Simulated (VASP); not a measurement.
# Ba3Bi2Sb4 (a cell with a defect) in VASP: notebook

Runs on Ba3Bi2Sb4 (a cell with a defect). Level: PBE. Tasks: single point.

Program: VASP 6.6.1. These are calculated values, not measurements. Logs are shortened: lines on timing, memory, paths and dates and some standing lists are left out, and cuts for length are marked.

## 1. The cell of the first run

The cell holds a defect, 9 atoms: a = 6.764 Å, b = 9.680 Å, c = 6.764 Å, α = 69.04°, β = 110.12°, γ = 110.96°.

## 2. Single point, PBE

Contents of INCAR:

```
SYSTEM = Ba3Bi2Sb4
PREC = Accurate ; ENCUT = 520
EDIFF = 1E-6 ; ISMEAR = 0
SIGMA = 0.1 ; LREAL = .False.
LASPH = .True. ; NELM = 60
ALGO = Normal ; ISIF = 2
LWAVE = .False. ; LCHARG = .True.
GGA = PE ; LELF = .True.
LVHAR = .True. ; NBANDS = 50
```

Contents of KPOINTS:

```
Automatic mesh
0
Gamma
  2 2 2
  0 0 0
```

Contents of POSCAR:

```
Ba3Bi2Sb4
1.0
   -2.4201097500      3.8740100000      4.9887738800
    9.6804380000      0.0000000000      0.0000004900
    2.4201097500      3.8740100000     -4.9887738800
Bi Ba Sb
2 3 4
Direct
    0.0001748511     -0.0048569113      0.0021400629
   -0.0148383911      0.5058100625      0.0164912004
    0.7195530287      0.1096885273      0.2824203787
    0.2889330550      0.3978713688      0.7131038525
    0.2818667991      0.8824450251      0.7199228194
    0.7045838676      0.2501245200      0.6987808630
    0.3032722825      0.2500882563      0.2975292126
    0.7102837536      0.7498878176      0.7060928175
    0.2958492001      0.7498890354      0.2915881065
```

Potentials or basis: VASP PAW PBE potentials, release 64 (Bi_d, Ba_sv, Sb).

Started as:

```bash
> cat potpaw_PBE.64/Bi_d/POTCAR potpaw_PBE.64/Ba_sv/POTCAR potpaw_PBE.64/Sb/POTCAR > POTCAR
> mpirun -np 1 vasp_std > vasp.out
```

OUTCAR:

```text
SYSTEM = Ba3Bi2Sb4
   PREC = Accurate
   ENCUT = 520
   EDIFF = 1E-6
   ISMEAR = 0
   LREAL = .False.
   LASPH = .True.
   NELM = 60
   ISIF = 2
   GGA = PE

 ion  position               nearest neighbor table
   1  0.000  0.995  0.002-   9 3.29   8 3.30   7 3.37   6 3.37   3 3.73   5 3.73   4 3.82
   2  0.985  0.506  0.016-   8 3.22   9 3.22   6 3.46   7 3.46   3 3.68   5 3.69   4 3.94
   3  0.720  0.110  0.282-   7 3.58   6 3.58   8 3.63   9 3.63   6 3.66   7 3.66   2 3.68   1 3.73
                             5 4.37   4 4.64   4 4.64   5 4.65   5 4.65
   4  0.289  0.398  0.713-   8 3.57   9 3.57   7 3.62   6 3.62   6 3.67   7 3.67   1 3.82   2 3.94
                             3 4.64   3 4.64   5 4.72
   5  0.282  0.882  0.720-   8 3.59   9 3.59   9 3.60   8 3.60   7 3.67   6 3.67   2 3.69   1 3.73
                             3 4.37   3 4.65   3 4.65   4 4.72
   6  0.705  0.250  0.699-   7 3.11   1 3.37   2 3.46   3 3.58   4 3.62   3 3.66   4 3.67   5 3.67

   7  0.303  0.250  0.298-   6 3.11   1 3.37   2 3.46   3 3.58   4 3.62   3 3.66   4 3.67   5 3.67

   8  0.710  0.750  0.706-   9 3.21   2 3.22   1 3.30   4 3.57   5 3.59   5 3.60   3 3.63
   9  0.296  0.750  0.292-   8 3.21   2 3.22   1 3.29   4 3.57   5 3.59   5 3.60   3 3.63

  LATTYP: Found a base centered monoclinic cell.
 ALAT       =    11.0895980140
 B/A-ratio  =     0.6986745588
 C/A-ratio  =     0.8729295677
 COS(beta)  =    -0.4364647834

  Lattice vectors:

 A1 = (  -2.4201097500,   3.8740100000,   4.9887738800)
 A2 = (  -2.4201097500,  -3.8740100000,   4.9887738800)
 A3 = (   9.6804380000,   0.0000000000,   0.0000004900)

Analysis of symmetry for initial positions (statically):
=====================================================================
 Subroutine PRICEL returns:
 Original cell was already a primitive cell.

 Routine SETGRP: Setting up the symmetry group for a
 base centered monoclinic supercell.

 Subroutine GETGRP returns: Found  1 space group operations
 (whereof  1 operations were pure point group operations)
 out of a pool of  4 trial point group operations.

The static configuration has the point symmetry C_1 .

Analysis of symmetry for dynamics (positions and initial velocities):
=====================================================================
 Subroutine PRICEL returns:
 Original cell was already a primitive cell.

 Routine SETGRP: Setting up the symmetry group for a
 base centered monoclinic supercell.

 Subroutine GETGRP returns: Found  1 space group operations
 (whereof  1 operations were pure point group operations)
 out of a pool of  4 trial point group operations.

The dynamic configuration has the point symmetry C_1 .

 Subroutine INISYM returns: Found  1 space group operations
 (whereof  1 operations are pure point group operations),
 and found     1 'primitive' translations

----------------------------------------------------------------------------------------

                                     Primitive cell

  volume of cell :     374.1791

  direct lattice vectors                    reciprocal lattice vectors
    -2.420109750  3.874010000  4.988773880    -0.000000005  0.129065232  0.100225025
     9.680438000  0.000000000  0.000000490     0.103301108  0.000000000  0.050112518
     2.420109750  3.874010000 -4.988773880     0.000000005  0.129065232 -0.100225025

  length of vectors
     6.764077876  9.680438000  6.764077876     0.163410189  0.114814561  0.163410189

  position of ions in fractional coordinates (direct lattice)
     0.000174851  0.995143089  0.002140063
     0.985161609  0.505810062  0.016491200
     0.719553029  0.109688527  0.282420379
     0.288933055  0.397871369  0.713103852
     0.281866799  0.882445025  0.719922819
     0.704583868  0.250124520  0.698780863
     0.303272282  0.250088256  0.297529213
     0.710283754  0.749887818  0.706092818
     0.295849200  0.749889035  0.291588107

  ion indices of the primitive-cell ions
   primitive index   ion index
                 1           1
                 2           2
                 3           3
                 4           4
                 5           5
                 6           6
                 7           7
                 8           8
                 9           9

----------------------------------------------------------------------------------------

 KPOINTS: Automatic mesh

Automatic generation of k-mesh.
 Grid dimensions read from file:
 generate k-points for:    2    2    2

 Generating k-lattice:

  Cartesian coordinates                     Fractional coordinates (reciprocal lattice)
    -0.000000003  0.064532616  0.050112513     0.500000000  0.000000000 -0.000000000
     0.051650554  0.000000000  0.025056259     0.000000000  0.500000000  0.000000000
     0.000000003  0.064532616 -0.050112513    -0.000000000  0.000000000  0.500000000

  Length of vectors
     0.081705094  0.057407281  0.081705094

[... 81 lines left out ...]

  energy without entropy =      -35.56117385  energy(sigma->0) =      -35.56649269

 E-fermi :   3.6592     XC(G=0):  -8.4206

 val. band max:        3.5536946165   @ k =  -0.0000   0.5000   0.5000
 cond. band min:       3.7365763611   @ k =   0.5000   0.0000   0.5000
 fundamental gap:      0.1828817446
 Fermi energy:         3.6592388817

 k-point     1 :       0.0000    0.0000    0.0000
  band No.  band energies     occupation
      1     -24.3326      2.00000
      2     -24.2906      2.00000
      3     -24.2389      2.00000
      4     -18.9698      2.00000
      5     -18.9695      2.00000
      6     -18.9360      2.00000
[... 42 lines left out ...]
     49       6.5572      0.00000
     50       6.8032      0.00000

 k-point     2 :       0.5000    0.0000   -0.0000
  band No.  band energies     occupation
      1     -24.3319      2.00000
      2     -24.2899      2.00000
      3     -24.2401      2.00000
      4     -18.9698      2.00000
      5     -18.9694      2.00000
      6     -18.9360      2.00000
[... 42 lines left out ...]
     49       6.7424      0.00000
     50       7.0527      0.00000

 k-point     3 :      -0.0000    0.0000    0.5000
  band No.  band energies     occupation
      1     -24.3319      2.00000
      2     -24.2899      2.00000
      3     -24.2401      2.00000
      4     -18.9698      2.00000
      5     -18.9694      2.00000
      6     -18.9360      2.00000
[... 42 lines left out ...]
     49       6.7424      0.00000
     50       7.0497      0.00000

 k-point     4 :       0.0000    0.5000    0.0000
  band No.  band energies     occupation
      1     -24.3324      2.00000
      2     -24.2908      2.00000
      3     -24.2389      2.00000
      4     -18.9698      2.00000
      5     -18.9694      2.00000
      6     -18.9361      2.00000
[... 42 lines left out ...]
     49       6.7286      0.00000
     50       7.0297      0.00000

 k-point     5 :       0.5000    0.5000    0.0000
  band No.  band energies     occupation
      1     -24.3319      2.00000
      2     -24.2900      2.00000
      3     -24.2401      2.00000
      4     -18.9698      2.00000
      5     -18.9693      2.00000
      6     -18.9361      2.00000
[... 42 lines left out ...]
     49       6.3590      0.00000
     50       6.8498      0.00000

 k-point     6 :      -0.0000    0.5000    0.5000
  band No.  band energies     occupation
      1     -24.3319      2.00000
      2     -24.2900      2.00000
      3     -24.2401      2.00000
      4     -18.9698      2.00000
      5     -18.9693      2.00000
      6     -18.9361      2.00000
[... 42 lines left out ...]
     49       6.3591      0.00000
     50       6.8528      0.00000

 k-point     7 :       0.5000    0.0000    0.5000
  band No.  band energies     occupation
      1     -24.3323      2.00000
      2     -24.2890      2.00000
      3     -24.2405      2.00000
      4     -18.9698      2.00000
      5     -18.9694      2.00000
      6     -18.9360      2.00000
[... 42 lines left out ...]
     49       6.7059      0.00000
     50       6.7125      0.00000

 k-point     8 :       0.5000    0.5000    0.5000
  band No.  band energies     occupation
      1     -24.3322      2.00000
      2     -24.2889      2.00000
      3     -24.2406      2.00000
      4     -18.9698      2.00000
      5     -18.9693      2.00000
      6     -18.9361      2.00000
[... 42 lines left out ...]
     49       6.5133      0.00000
     50       6.5848      0.00000

------------------------ aborting loop because EDIFF is reached ----------------------------------------

  FORCE on cell =-STRESS in cart. coord.  units (eV):
  Direction    XX          YY          ZZ          XY          YZ          ZX
  --------------------------------------------------------------------------------------
  -------------------------------------------------------------------------------------
  Total       -3.2900963     -8.2144898      2.8984216     -0.0052338      0.0010908      0.0217389
  in kB      -14.0876845    -35.1731778     12.4105939     -0.0224105      0.0046706      0.0930826
  external PRESSURE =     -12.2834228 kB  Pullay stress =       0.0000000 kB

 VOLUME and BASIS-vectors are now :
 -----------------------------------------------------------------------------
  energy-cutoff  :      520.00
  volume of cell :      374.18
      direct lattice vectors                 reciprocal lattice vectors
    -2.420109750  3.874010000  4.988773880    -0.000000005  0.129065232  0.100225025
     9.680438000  0.000000000  0.000000490     0.103301108  0.000000000  0.050112518
     2.420109750  3.874010000 -4.988773880     0.000000005  0.129065232 -0.100225025

 POSITION                                       TOTAL-FORCE (eV/Angst)
 -----------------------------------------------------------------------------------
      9.63818      0.00897     -0.00980        -0.005295     -0.000703     -0.006585
      2.55217      3.88041      4.83248        -0.002879      0.000761      0.010790
      0.00392      3.88166      2.18076        -0.001565      0.000015      0.006774
      4.87811      3.88190     -2.11609         0.001373     -0.000178     -0.013123
      9.60260      3.88094     -2.18536        -0.008810      0.000629      0.002687
      2.40727      5.43665      0.02895         0.010404     -0.013621     -0.000458
      2.40707      2.32751      0.02865         0.012081      0.012343      0.000169
      7.24910      5.48706      0.02091        -0.001523      0.015517      0.000236
      7.24894      2.27574      0.02126        -0.003786     -0.014764     -0.000489
 -----------------------------------------------------------------------------------
    total drift:                               -0.000055     -0.000132     -0.000128

  FREE ENERGIE OF THE ION-ELECTRON SYSTEM (eV)
  ---------------------------------------------------
  free  energy   TOTEN  =       -35.5718115232 eV

  energy  without entropy=      -35.5611738549  energy(sigma->0) =      -35.56649269
```

Wall time 2.4 min (1 thread of AMD EPYC 9R45 (Zen 5), shared host); peak memory 0.45 GiB.

Results:

```yaml
Free_energy: -35.5718 eV
Pressure: -1.2 GPa
Largest_force: 0.017 eV/Å
Band_gap_on_the_k_mesh: zero (band 40 reaches 3.74 eV, above the bottom of band 41 at 3.37 eV)
```

Forces on the atoms (eV/Å):
```
Bi  -0.005 -0.001 -0.007
Bi  -0.003  0.001  0.011
Ba  -0.002  0.000  0.007
Ba   0.001  0.000 -0.013
Ba  -0.009  0.001  0.003
Sb   0.010 -0.014  0.000
Sb   0.012  0.012  0.000
Sb  -0.002  0.016  0.000
Sb  -0.004 -0.015  0.000
```

Stress tensor (GPa, compression positive):
```
-1.41  0.00  0.01
 0.00 -3.52  0.00
 0.01  0.00  1.24
```

Caveat: the k points lie up to 0.51 Å⁻¹ apart; spin-orbit coupling is left out, which moves the levels of the heavy elements.

## 3. Single point, PBE

Contents of INCAR:

```
PREC = Accurate
ENCUT = 520
EDIFF = 1E-6
ISMEAR = 0
SIGMA = 0.1
LREAL = False
LASPH = True
NELM = 80
ALGO = Normal
ISIF = 2
LWAVE = False
LCHARG = True
GGA = PE
LELF = True
LVHAR = True
NBANDS = 50
```

Contents of KPOINTS:

```
regular mesh
0
Gamma
  2 2 2
```

Contents of POSCAR:

```
Ba3Bi2Sb4
1.0
   -2.4201097500      3.8740100000      4.9887738800
    9.6804380000      0.0000000000      0.0000004900
    2.4201097500      3.8740100000     -4.9887738800
Bi Ba Sb
2 3 4
Direct
   -0.0149861947     -0.0142714113      0.0170220696
    0.0097223260      0.4903136358     -0.0077073595
    0.7153290628      0.1198976104      0.2867037146
    0.3403131402      0.4098407664      0.6617204116
    0.2767234061      0.8891877331      0.7252990461
    0.7629400203      0.2489058731      0.7252492204
    0.2767941318      0.2489192192      0.2390925076
    0.6907567785      0.7673373699      0.6963173385
    0.3057109339      0.7673343026      0.3112688880
```

Potentials or basis: VASP PAW PBE potentials, release 64 (Bi_d, Ba_sv, Sb).

Started as:

```bash
> cat potpaw_PBE.64/Bi_d/POTCAR potpaw_PBE.64/Ba_sv/POTCAR potpaw_PBE.64/Sb/POTCAR > POTCAR
> mpirun -np 1 vasp_std > vasp.out
```

It took 1.7 min on 1 thread of AMD EPYC 9R45 (Zen 5), shared host; peak memory 0.45 GiB.

It converged, with:

```yaml
Free_energy: -35.3517 eV
Pressure: -0.2 GPa
Largest_force: 0.455 eV/Å
Band_gap_on_the_k_mesh: zero (band 40 reaches 3.80 eV, above the bottom of band 41 at 3.49 eV)
```

Forces on the atoms (eV/Å):
```
Bi   0.047  0.000  0.176
Bi  -0.002  0.000  0.049
Ba  -0.047  0.000  0.051
Ba   0.037  0.000 -0.453
Ba  -0.008  0.000  0.057
Sb   0.055 -0.103 -0.008
Sb   0.055  0.103 -0.008
Sb  -0.069  0.025  0.068
Sb  -0.069 -0.025  0.068
```

Stress tensor (GPa, compression positive):
```
 0.43  0.00 -0.25
 0.00 -1.50  0.00
-0.25  0.00  0.55
```

Levels at points of the mesh, in eV from the Fermi level:
```tsv
k point	band 36	band 37	band 38	band 39	band 40	band 41	band 42	band 43	band 44	band 45
(0.00, 0.00, 0.00)	-1.24	-1.09	-0.74	-0.66	-0.46	-0.22	0.98	1.25	1.47	2.21
(0.50, 0.00, 0.00)	-1.38	-1.20	-1.09	-0.81	-0.55	0.39	0.54	1.03	1.63	1.92
(0.00, 0.00, 0.50)	-1.38	-1.20	-1.09	-0.81	-0.55	0.39	0.54	1.03	1.63	1.92
(0.00, 0.50, 0.00)	-1.19	-1.19	-0.86	-0.53	-0.46	0.73	0.83	1.46	1.58	1.78
(0.50, 0.50, 0.00)	-1.48	-1.37	-1.16	-0.37	-0.10	0.06	0.57	1.19	1.87	2.03
(0.00, 0.50, 0.50)	-1.48	-1.37	-1.16	-0.37	-0.10	0.06	0.57	1.19	1.87	2.03
(0.50, 0.00, 0.50)	-1.31	-1.01	-0.56	-0.47	-0.03	0.59	0.81	1.01	1.71	1.76
(0.50, 0.50, 0.50)	-1.22	-0.93	-0.60	-0.57	0.09	0.30	1.16	1.43	1.67	2.03
```

Caveat: the k points lie up to 0.51 Å⁻¹ apart; spin-orbit coupling is left out, which moves the levels of the heavy elements.

## 4. Single point, PBE

Contents of INCAR:

```
SYSTEM = Ba3Bi2Sb4
PREC = Accurate
ENCUT = 520
EDIFF = 1E-6
ISMEAR = 0
SIGMA = 0.1
LREAL = .FALSE.
LASPH = .TRUE.
NELM = 80
ALGO = Normal
ISIF = 2
LWAVE = .FALSE.
LCHARG = .FALSE.
GGA = PE
NBANDS = 50
```

Contents of KPOINTS:

```
regular mesh
0
G
  2 2 2
  0 0 0
```

Contents of POSCAR:

```
Ba3Bi2Sb4
1.0
   -2.4201097500      3.8740100000      4.9887738800
    9.6804380000      0.0000000000      0.0000004900
    2.4201097500      3.8740100000     -4.9887738800
Bi Ba Sb
2 3 4
Direct
   -0.0359805700     -0.0345038447      0.0380752987
    0.0099117162      0.4908351142     -0.0078324753
    0.7172960654      0.1300328350      0.2847922101
    0.4208317241      0.4411313378      0.5812601651
    0.2728046092      0.8927980400      0.7292743736
    0.7961572465      0.2440519925      0.7371854656
    0.2649085984      0.2440609305      0.2059304031
    0.6887366343      0.7777890940      0.6998274118
    0.3022629396      0.7777868908      0.3133493072
```

Started as:

```bash
> cat potpaw_PBE.64/Bi_d/POTCAR potpaw_PBE.64/Ba_sv/POTCAR potpaw_PBE.64/Sb/POTCAR > POTCAR
> mpirun -np 1 vasp_std > vasp.out
```

Run time: 1.8 min. Hardware: 1 thread of AMD EPYC 9R45 (Zen 5), shared host; peak memory 0.44 GiB.

Results (log left out):

```
Free energy            : -34.7290 eV
Pressure               : 0.8 GPa
Largest force          : 0.698 eV/Å
Band gap on the k mesh : zero (band 40 reaches 3.96 eV, above the bottom of band 41 at 3.41 eV)
```

Forces in eV/Å, atoms in the order of the input:
```
Bi  -0.014  0.000  0.128
Bi   0.005  0.000  0.081
Ba  -0.004  0.000  0.041
Ba  -0.003  0.000 -0.698
Ba  -0.017  0.000  0.063
Sb   0.022 -0.015  0.108
Sb   0.022  0.014  0.108
Sb  -0.006  0.036  0.085
Sb  -0.006 -0.036  0.085
```

Stress tensor (GPa, compression positive):
```
 2.19  0.00 -0.21
 0.00  0.03  0.00
-0.21  0.00  0.17
```

Levels at points of the mesh, in eV from the Fermi level:
```csv
k point,band 36,band 37,band 38,band 39,band 40,band 41,band 42,band 43,band 44,band 45
"(0.00, 0.00, 0.00)",-1.24,-0.89,-0.71,-0.53,-0.51,-0.35,0.90,1.07,1.57,1.98
"(0.50, 0.00, 0.00)",-1.37,-1.24,-0.88,-0.73,-0.59,0.34,0.70,0.99,1.72,1.81
"(0.00, 0.00, 0.50)",-1.37,-1.24,-0.88,-0.73,-0.59,0.34,0.70,0.99,1.72,1.81
"(0.00, 0.50, 0.00)",-1.19,-1.18,-0.72,-0.54,-0.12,0.77,0.89,1.26,1.38,1.82
"(0.50, 0.50, 0.00)",-1.42,-1.16,-1.06,-0.39,-0.26,0.15,0.62,1.05,1.73,1.87
"(0.00, 0.50, 0.50)",-1.42,-1.16,-1.07,-0.39,-0.26,0.15,0.62,1.05,1.73,1.87
"(0.50, 0.00, 0.50)",-1.33,-0.90,-0.68,-0.37,-0.30,0.63,1.13,1.15,1.51,1.92
"(0.50, 0.50, 0.50)",-1.15,-0.94,-0.66,-0.52,0.20,0.48,1.27,1.31,1.82,1.99
```

Caveat: the k points lie up to 0.51 Å⁻¹ apart; spin-orbit coupling is left out, which moves the levels of the heavy elements.
